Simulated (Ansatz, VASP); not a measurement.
Two plane-wave programs on Ba2MgC6N6O6

Contents of INCAR:

```
SYSTEM = Ba2MgC6N6O6
PREC = Accurate
ENCUT = 520
EDIFF = 1E-8
ISMEAR = -1
SIGMA = 0.02
LREAL = Auto
LASPH = .True.
NELM = 100
ALGO = Normal
ISIF = 2
LWAVE = .False.
LCHARG = .False.
GGA = PE
LEFG = .True.
NBANDS = 72
```

Contents of KPOINTS:

```
Automatic mesh
0
Gamma
  4 4 4
  0 0 0
```

File POSCAR:

```
Ba2MgC6N6O6
1.0
    3.4897000000      2.0147792344      5.6587000000
   -3.4897000000      2.0147792344      5.6587000000
    0.0000000000     -4.0295584688      5.6587000000
Ba Mg C N O
2 1 6 6 6
Direct
    0.7834300000      0.7834300000      0.7834300000
    0.2165700000      0.2165700000      0.2165700000
    0.0000000000      0.0000000000      0.0000000000
    0.2548000000      0.6230000000      0.3533000000
    0.3533000000      0.2548000000      0.6230000000
    0.6230000000      0.3533000000      0.2548000000
    0.7452000000      0.3770000000      0.6467000000
    0.6467000000      0.7452000000      0.3770000000
    0.3770000000      0.6467000000      0.7452000000
    0.1900000000      0.4708000000      0.5703000000
    0.5703000000      0.1900000000      0.4708000000
    0.4708000000      0.5703000000      0.1900000000
    0.8100000000      0.5292000000      0.4297000000
    0.4297000000      0.8100000000      0.5292000000
    0.5292000000      0.4297000000      0.8100000000
    0.1037100000      0.8288100000      0.3034100000
    0.3034100000      0.1037100000      0.8288100000
    0.8288100000      0.3034100000      0.1037100000
    0.8962900000      0.1711900000      0.6965900000
    0.6965900000      0.8962900000      0.1711900000
    0.1711900000      0.6965900000      0.8962900000
```

Input for Ansatz:

```yaml
crystal:
  lattice:
    - [3.4897, 2.0147792344, 5.6587]
    - [-3.4897, 2.0147792344, 5.6587]
    - [0.0, -4.0295584688, 5.6587]
  atoms:
    - { symbol: Ba, position: [0.78343, 0.78343, 0.78343] }
    - { symbol: Ba, position: [0.21657, 0.21657, 0.21657] }
    - { symbol: Mg, position: [0.0, 0.0, 0.0] }
    - { symbol: C, position: [0.2548, 0.623, 0.3533] }
    - { symbol: C, position: [0.3533, 0.2548, 0.623] }
    - { symbol: C, position: [0.623, 0.3533, 0.2548] }
    - { symbol: C, position: [0.7452, 0.377, 0.6467] }
    - { symbol: C, position: [0.6467, 0.7452, 0.377] }
    - { symbol: C, position: [0.377, 0.6467, 0.7452] }
    - { symbol: "N", position: [0.19, 0.4708, 0.5703] }
    - { symbol: "N", position: [0.5703, 0.19, 0.4708] }
    - { symbol: "N", position: [0.4708, 0.5703, 0.19] }
    - { symbol: "N", position: [0.81, 0.5292, 0.4297] }
    - { symbol: "N", position: [0.4297, 0.81, 0.5292] }
    - { symbol: "N", position: [0.5292, 0.4297, 0.81] }
    - { symbol: O, position: [0.10371, 0.82881, 0.30341] }
    - { symbol: O, position: [0.30341, 0.10371, 0.82881] }
    - { symbol: O, position: [0.82881, 0.30341, 0.10371] }
    - { symbol: O, position: [0.89629, 0.17119, 0.69659] }
    - { symbol: O, position: [0.69659, 0.89629, 0.17119] }
    - { symbol: O, position: [0.17119, 0.69659, 0.89629] }
kpoints:
  mp_grid: { grid: [4, 4, 4] }
scf:
  occupations: { method: fermi_dirac, width: 0.02 }
hamiltonian:
  xc: pbe
  pseudopotentials: { kind: paw }
output:
  forces: true
  stress: true
  populations: true
  efg:
    quadrupole_moments_barn: { Ba: 0.236, Mg: 0.1994, "N": 0.02044, O: -0.02558 }
    contact_densities: true
```

Alike in both runs: task electric field gradients; functional PBE; k mesh 4 × 4 × 4; occupations fermi-dirac, width 0.02 eV; no spin polarisation.

|  | VASP | Ansatz |
| --- | --- | --- |
| version | VASP 6.6.1 | Ansatz 0.2.0 |
| potentials or method | VASP PAW PBE potentials, release 64 (Ba_sv, Mg, C, N, O) | plane-wave PAW, scalar-relativistic |
| plane-wave cutoff (eV) | 520 | 420 |
| valence electrons in the cell | 112 | 120 |

|  | VASP | Ansatz | Ansatz less VASP |
| --- | --- | --- | --- |
| gap on the k mesh at the Fermi level (eV) | 4.26 | 4.28 | +0.022 |
| pressure (GPa) | 4.8 | 3.8 | -0.99 |
| traceless stress, the component that is largest in VASP (GPa) | -2.50 | -1.59 | +0.909 |
| rms of the force components (eV/Å) | 0.463 | 0.374 | -0.0893 |
| size of Vzz on the site where it differs most (V/Å²) | 35.8 | 26.4 | -9.43 |

Atom by atom the forces differ by 0.103 eV/Å (rms over components). One of these differences is far larger than is usual between the two programs; its cause wasn't traced. VASP's potentials hold 112 valence electrons a cell and Ansatz's 120, so a difference there can come from the potentials and not from the codes.

Neither program's run includes spin-orbit coupling.
